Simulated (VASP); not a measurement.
# Ga (I4/mmm) in VASP: notebook

Aim: see how the results for Ga move with the level of theory and the settings. Levels: r2SCAN, PBE. Tasks: single point.

Everything below comes from runs of VASP 6.6.1. Logs are shortened: lines on timing, memory, paths and dates and some standing lists are left out, and cuts for length are marked.

### 1 The cell of the first run

Symmetry: I4/mmm, No. 139, tetragonal system. Conventional cell: a = 2.769 Å, b = 2.769 Å, c = 4.622 Å, α = 90.00°, β = 90.00°, γ = 90.00°. Within 3.6 Å of Ga (site symmetry 4/mmm) lie 12 Ga at 2.77 to 3.03 Å.

### 2 Single point, r2SCAN

The input, POSCAR:

```
Ga
1.0
   -1.3843987196      1.3843987196      2.3112238365
    1.3843987196     -1.3843987196      2.3112238365
    1.3843987196      1.3843987196     -2.3112238365
Ga
1
Direct
    0.0000000000      0.0000000000      0.0000000000
```

The input, INCAR.step1:

```
  PREC = Accurate
  ENCUT = 520
  ISMEAR = -1
  SIGMA = 0.05
  LREAL = False
  LASPH = True
  NELM = 80
  NBANDS = 12
  GGA = PE
  ALGO = Normal
  EDIFF = 1E-4
  LWAVE = True
  LCHARG = False
```

The input, INCAR.step2:

```
  PREC = Accurate
  ENCUT = 520
  EDIFF = 1E-6
  ISMEAR = -1
  SIGMA = 0.05
  LREAL = False
  LASPH = True
  NELM = 80
  ALGO = Normal
  ISIF = 2
  LWAVE = False
  LCHARG = True
  METAGGA = R2SCAN
  LMIXTAU = True
  LELF = True
  LVHAR = True
  NBANDS = 12
  ISTART = 1
```

The input, KPOINTS:

```
Automatic mesh
0
Gamma
  13 13 13
```

Potentials or basis: VASP PAW PBE potentials, release 64 (Ga_d).

Run with:

```console
$ cat potpaw_PBE.64/Ga_d/POTCAR > POTCAR
$ cp INCAR.step1 INCAR
$ mpirun -np 1 vasp_std > vasp.out
$ cp INCAR.step2 INCAR
$ mpirun -np 1 vasp_std > vasp.out
```

OUTCAR:

```text
PREC = Accurate
   ENCUT = 520
   EDIFF = 1E-6
   ISMEAR = -1
   LREAL = False
   LASPH = True
   NELM = 80
   ISIF = 2
   METAGGA = R2SCAN
   ISTART = 1

 ion  position               nearest neighbor table
   1  0.000  0.000  0.000-

  LATTYP: Found a body centered tetragonal cell.
 ALAT       =     2.7687974392
 C/A-ratio  =     1.6694784557

  Lattice vectors:

 A1 = (  -1.3843987196,   1.3843987196,   2.3112238365)
 A2 = (   1.3843987196,  -1.3843987196,   2.3112238365)
 A3 = (   1.3843987196,   1.3843987196,  -2.3112238365)

Analysis of symmetry for initial positions (statically):
=====================================================================
 Subroutine PRICEL returns:
 Original cell was already a primitive cell.

 Routine SETGRP: Setting up the symmetry group for a
 body centered tetragonal supercell.

 Subroutine GETGRP returns: Found 16 space group operations
 (whereof 16 operations were pure point group operations)
 out of a pool of 16 trial point group operations.

The static configuration has the point symmetry D_4h.

Analysis of symmetry for dynamics (positions and initial velocities):
=====================================================================
 Subroutine PRICEL returns:
 Original cell was already a primitive cell.

 Routine SETGRP: Setting up the symmetry group for a
 body centered tetragonal supercell.

 Subroutine GETGRP returns: Found 16 space group operations
 (whereof 16 operations were pure point group operations)
 out of a pool of 16 trial point group operations.

The dynamic configuration has the point symmetry D_4h.

 Subroutine INISYM returns: Found 16 space group operations
 (whereof 16 operations are pure point group operations),
 and found     1 'primitive' translations

----------------------------------------------------------------------------------------

                                     Primitive cell

  volume of cell :      17.7184

  direct lattice vectors                    reciprocal lattice vectors
    -1.384398720  1.384398720  2.311223836     0.000000000  0.361167627  0.216335602
     1.384398720 -1.384398720  2.311223836     0.361167627  0.000000000  0.216335602
     1.384398720  1.384398720 -2.311223836     0.361167627  0.361167627  0.000000000

  length of vectors
     3.029005654  3.029005654  3.029005654     0.421002550  0.421002550  0.510768156

  position of ions in fractional coordinates (direct lattice)
     0.000000000  0.000000000  0.000000000

  ion indices of the primitive-cell ions
[... 75 lines left out ...]
   LREAL  =      F    real-space projection
   EDIFFG = 0.1E-04   stopping-criterion for IOM
   NSW    =      0    number of steps for IOM
   IBRION =     -1    ionic relax: 0-MD 1-quasi-New 2-CG
   NFREE  =      0    steps in history (QN), initial steepest desc. (CG)
   ISIF   =      2    stress and relaxation
   ISYM   =      2    0-nonsym 1-usesym 2-fastsym
   POTIM  = 0.5000    time-step for ionic-motion
   TEBEG  =    0.0;   TEEND  =   0.0 temperature during run
   PSTRESS=    0.0 pullay stress
   NELECT =      13.0000    total number of electrons
   NUPDOWN=      -1.0000    fix difference up-down
   EMIN   =  10.00;   EMAX   =-10.00  energy-range for DOS
   EFERMI =   0.00;   METHOD = LEGACY
   ISMEAR =    -1;   SIGMA  =   0.05  broadening in eV -4-tet -1-fermi 0-gaus
   EFERMI_NEDOS =   21; number of points for ismear=-14 and -15
   IALGO  =     38    algorithm
   IMIX   =      4    mixing-type and parameters
     AMIX     =   0.40;   BMIX     =  1.00
     AMIX_MAG =   1.60;   BMIX_MAG =  1.00
  volume/ion in A,a.u.               =      17.72       119.57
  Fermi-wavevector in a.u.,A,eV,Ry     =   1.476549  2.790273 29.663375  2.180197
  Thomas-Fermi vector in A             =   2.591062
   LORBIT       =      0    0 simple, 1 ext, 2 COOP (PROOUT), +10 PAW based schemes
   METAGGA = R2SCAN    functional components
   LHFCALC =     F    Hartree Fock is set to
   AEXX    =    0.0000 exact exchange contribution
   IVDW    =     0    specifies the selected vdW correction
   LEPSILON=     F    determine dielectric tensor
   LRPA    =     F    only Hartree local field effects (RPA)
 non-spin polarized calculation
  energy-cutoff  :      520.00
  volume of cell :       17.72
 maximum number of plane-waves:       487
   NGX = 11   NGY = 11   NGZ = 11

 number of electron      12.9999997 magnetization

 Free energy of the ion-electron system (eV)
  ---------------------------------------------------
  ext. energy  EPLUGINS =         0.00000000
  ---------------------------------------------------
  free energy    TOTEN  =       -11.31372789 eV

  energy without entropy =      -11.31092742  energy(sigma->0) =      -11.31232765

 E-fermi :   5.9906     XC(G=0): -12.5423

 val. band max:        5.9825145228   @ k =  -0.1538  -0.3846   0.0769
 cond. band min:       6.0195998939   @ k =  -0.3077  -0.3846   0.0769
 fundamental gap:      0.0370853711
 Fermi energy:         5.9906388902

 k-point     1 :       0.0000    0.0000    0.0000
  band No.  band energies     occupation
      1      -9.6102      2.00000
      2      -9.4484      2.00000
      3      -9.4094      2.00000
      4      -9.4094      2.00000
      5      -9.2346      2.00000
      6      -6.1084      2.00000
      7      19.5489      0.00000
      8      19.8059      0.00000
      9      19.8059      0.00000
     10      23.0531      0.00000
     11      23.4580      0.00000
     12      24.2116      0.00000
[... 331 lines left out ...]
 k-point    24 :       0.4615    0.1538   -0.0000
  band No.  band energies     occupation
      1      -9.5594      2.00000
      2      -9.4876      2.00000
      3      -9.4127      2.00000
      4      -9.2931      2.00000
      5      -9.1921      2.00000
      6       1.4961      2.00000
      7       2.2443      2.00000
      8      12.9151      0.00000
      9      14.7958      0.00000
     10      18.8731      0.00000
     11      21.3118      0.00000
     12      28.0168      0.00000

 [... further k-points ...]
[... 5 lines left out ...]
  --------------------------------------------------------------------------------------
  -------------------------------------------------------------------------------------
  Total        0.0173156      0.0173156      0.0382110      0.0000000     -0.0000000      0.0000000
  in kB        1.5657571      1.5657571      3.4552108      0.0000000     -0.0000000      0.0000000
  external PRESSURE =       2.1955750 kB  Pullay stress =       0.0000000 kB

 VOLUME and BASIS-vectors are now :
 -----------------------------------------------------------------------------
  energy-cutoff  :      520.00
  volume of cell :       17.72
      direct lattice vectors                 reciprocal lattice vectors
    -1.384398720  1.384398720  2.311223836     0.000000000  0.361167627  0.216335602
     1.384398720 -1.384398720  2.311223836     0.361167627  0.000000000  0.216335602
     1.384398720  1.384398720 -2.311223836     0.361167627  0.361167627  0.000000000

 POSITION                                       TOTAL-FORCE (eV/Angst)
 -----------------------------------------------------------------------------------
      0.00000      0.00000      0.00000         0.000000      0.000000      0.000000
 -----------------------------------------------------------------------------------
    total drift:                                0.000000      0.000000     -0.000000

  FREE ENERGIE OF THE ION-ELECTRON SYSTEM (eV)
  ---------------------------------------------------
  free  energy   TOTEN  =       -11.3137278893 eV

  energy  without entropy=      -11.3109274178  energy(sigma->0) =      -11.31232765
```

OUTCAR.step1:

```text
PREC = Accurate
   ENCUT = 520
   ISMEAR = -1
   LREAL = False
   LASPH = True
   NELM = 80
[... 575 lines left out ...]
 POSITION                                       TOTAL-FORCE (eV/Angst)
 -----------------------------------------------------------------------------------
      0.00000      0.00000      0.00000         0.000000      0.000000      0.000000
 -----------------------------------------------------------------------------------
    total drift:                                0.000000      0.000000     -0.000000

  FREE ENERGIE OF THE ION-ELECTRON SYSTEM (eV)
  ---------------------------------------------------
  free  energy   TOTEN  =        -2.8760969801 eV

  energy  without entropy=       -2.8732496538  energy(sigma->0) =       -2.87467332
```

OSZICAR.step1:

```text
N       E                     dE             d eps       ncg     rms          rms(c)
DAV:   1     0.433349153754E+02    0.43335E+02   -0.67135E+03  5128   0.192E+03
DAV:   2    -0.857298733878E+00   -0.44192E+02   -0.42573E+02  4964   0.264E+02
DAV:   3    -0.289076860942E+01   -0.20335E+01   -0.20271E+01  5392   0.452E+01
DAV:   4    -0.290713368775E+01   -0.16365E-01   -0.16363E-01  5360   0.429E+00
DAV:   5    -0.290731161883E+01   -0.17793E-03   -0.17793E-03  5676   0.433E-01    0.933E-01
DAV:   6    -0.288254648819E+01    0.24765E-01   -0.38784E-02  5880   0.412E+00    0.474E-01
DAV:   7    -0.287673989464E+01    0.58066E-02   -0.75284E-03  6788   0.154E+00    0.127E-01
DAV:   8    -0.287609319102E+01    0.64670E-03   -0.73009E-04  5476   0.502E-01    0.923E-03
DAV:   9    -0.287609698005E+01   -0.37890E-05   -0.72658E-06  3384   0.411E-02
   1 F= -.28760970E+01 E0= -.28746733E+01  d E =-.284733E-02
```

It took 46 s on 1 thread of Intel Xeon 6975P-C (Granite Rapids), shared host; peak memory 0.17 GiB.

What came out:

* Free energy: -11.3137 eV
* Pressure: 0.2 GPa

Caveat: the PAW data sets were made with another functional, which shifts forces and pressure a little.

### 3 Single point, r2SCAN

This run uses another cell than the first one, of 18.07 Å³/atom, 1.020 times its volume.

The input, POSCAR:

```
Ga
1.0
   -1.3935671902      1.3935671902      2.3265304007
    1.3935671902     -1.3935671902      2.3265304007
    1.3935671902      1.3935671902     -2.3265304007
Ga
1
Direct
    0.0000000000      0.0000000000      0.0000000000
```

The input, INCAR.step1:

```
SYSTEM = Ga
PREC     = Accurate       ! precision mode
ENCUT    = 520            ! plane-wave cutoff, eV
ISMEAR   = -1             ! smearing method
SIGMA    = 0.05           ! smearing width, eV
LREAL    = .False.        ! projectors in reciprocal space
LASPH    = .True.         ! aspherical terms in the spheres
NELM     = 60             ! most SCF steps
NBANDS   = 12             ! bands
GGA      = PE             ! functional
ALGO     = Normal         ! electronic algorithm
EDIFF    = 1E-4           ! SCF threshold, eV
LWAVE    = .True.         ! write WAVECAR
LCHARG   = .False.        ! write CHGCAR
```

The input, INCAR.step2:

```
SYSTEM = Ga
PREC     = Accurate       ! precision mode
ENCUT    = 520            ! plane-wave cutoff, eV
EDIFF    = 1E-7           ! SCF threshold, eV
ISMEAR   = -1             ! smearing method
SIGMA    = 0.05           ! smearing width, eV
LREAL    = .False.        ! projectors in reciprocal space
LASPH    = .True.         ! aspherical terms in the spheres
NELM     = 60             ! most SCF steps
ALGO     = Normal         ! electronic algorithm
ISIF     = 2              ! what is computed and relaxed
LWAVE    = .False.        ! write WAVECAR
LCHARG   = .True.         ! write CHGCAR
METAGGA  = R2SCAN         ! meta-GGA
LMIXTAU  = .True.       
LELF     = .True.         ! ELF
LVHAR    = .True.       
NBANDS   = 12             ! bands
ISTART   = 1
```

The input, KPOINTS:

```
Automatic mesh
0
Gamma
  13 13 13
  0 0 0
```

Potentials or basis: VASP PAW PBE potentials, release 64 (Ga_d).

Run with:

```console
$ cat potpaw_PBE.64/Ga_d/POTCAR > POTCAR
$ cp INCAR.step1 INCAR
$ mpirun -np 1 vasp_std > vasp.out
$ cp INCAR.step2 INCAR
$ mpirun -np 1 vasp_std > vasp.out
```

Wall time 51 s (1 thread of Intel Xeon 6975P-C (Granite Rapids), shared host); peak memory 0.17 GiB.

The run converged. Its results:

```yaml
Free_energy: -11.3128 eV
Pressure: -1.0 GPa
```

Stress tensor (GPa, compression positive):
```
-1.12  0.00  0.00
 0.00 -1.12  0.00
 0.00  0.00 -0.65
```

Levels at points of the mesh, in eV from the Fermi level:
```
           k point  band 3  band 4  band 5  band 6  band 7  band 8  band 9  band 10
(0.00, 0.00, 0.00)  -15.38  -15.38  -15.21  -11.93   13.30   13.58   13.58    16.87
```

Caveat: the PAW data sets were made with another functional, which shifts forces and pressure a little.

### 4 Single point, PBE (volume scaled by 0.94)

The input, INCAR:

```
SYSTEM = Ga
PREC = Accurate ; ENCUT = 520
EDIFF = 1E-6 ; ISMEAR = -1
SIGMA = 0.05 ; LREAL = .False.
LASPH = .True. ; NELM = 60
ALGO = Normal ; ISIF = 2
LWAVE = .False. ; LCHARG = .True.
GGA = PE ; LELF = .True.
LVHAR = .True. ; NBANDS = 12
```

KPOINTS is that of step 3.

The input, POSCAR:

```
Ga
1.0
   -1.3561377546      1.3561377546      2.2640427644
    1.3561377546     -1.3561377546      2.2640427644
    1.3561377546      1.3561377546     -2.2640427644
Ga
1
Direct
    0.0000000000      0.0000000000      0.0000000000
```

Run with:

```console
$ cat potpaw_PBE.64/Ga_d/POTCAR > POTCAR
$ mpirun -np 1 vasp_std > vasp.out
```

It took 10 s on 1 thread of Intel Xeon 6975P-C (Granite Rapids), shared host; peak memory 0.16 GiB.

The run converged. Its results:

```
Free energy : -2.8368 eV
Pressure    : 8.5 GPa
```

Stress tensor (GPa, compression positive):
```
8.91 0.00 0.00
0.00 8.91 0.00
0.00 0.00 7.54
```

Levels at points of the mesh, in eV from the Fermi level:
```
           k point  band 4  band 5  band 6  band 7  band 8  band 9
(0.00, 0.00, 0.00)  -14.94  -14.75  -12.01   13.53   13.77   13.77
```

Caveat: the cell differs from its parent crystal (volume scaled by 0.94).

### 5 Summary

```tsv
level	cell	gap on the mesh (eV)	pressure (GPa)
r2SCAN	a = 3.029 Å, angles 125.6, 125.6, 80.5°, 1 atom	none	0.2
r2SCAN	a = 3.049 Å, angles 125.6, 125.6, 80.5°, 1 atom	none	-1.0
PBE	a = 2.967 Å, angles 125.6, 125.6, 80.5°, 1 atom	none	8.5
```

Alike in all rows: task single point; potentials or basis VASP PAW PBE potentials, release 64 (Ga_d); no spin polarisation; k mesh 13 × 13 × 13; cutoff (eV) 520; smearing fermi-dirac 0.05 eV.

Caveats: the PAW data sets were made with another functional, which shifts forces and pressure a little (some runs).

Absolute energies hang on the potentials; compare differences alone.
